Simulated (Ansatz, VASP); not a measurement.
Zr in VASP and in Ansatz

```
CELL_PARAMETERS angstrom
4.97150 0.00000 0.00000
-2.48575 4.30544 0.00000
0.00000 0.00000 3.11141
ATOMIC_POSITIONS crystal
Zr 0.00000 0.00000 0.00000
Zr 0.33333 0.66667 0.50000
Zr 0.66667 0.33333 0.50000
```

Alike in both runs: functional PBEsol; k mesh 12 × 12 × 14; occupations gaussian, width 0.1 eV; no spin polarisation.

Ansatz relaxed the structure, and its values are those at the end. VASP's run is a single point on that final structure, the one shown.

```csv
,VASP,Ansatz
version,VASP 6.6.1,Ansatz 0.2.0
potentials or method,"VASP PAW PBE potentials, release 64 (Zr_sv), cutoff 520 eV","scalar-relativistic, plane waves, PAW"
valence electrons in the cell,36,36
```

|  | VASP | Ansatz | Ansatz less VASP |
| --- | --- | --- | --- |
| gap on the k mesh at the Fermi level (eV) | none | none | - |
| pressure (GPa) | 0.1 | 0.0 | -0.08 |

VASP's potentials were made for PBE, not for PBEsol. A gap of «none» marks a metal or a gap that the smearing closes.
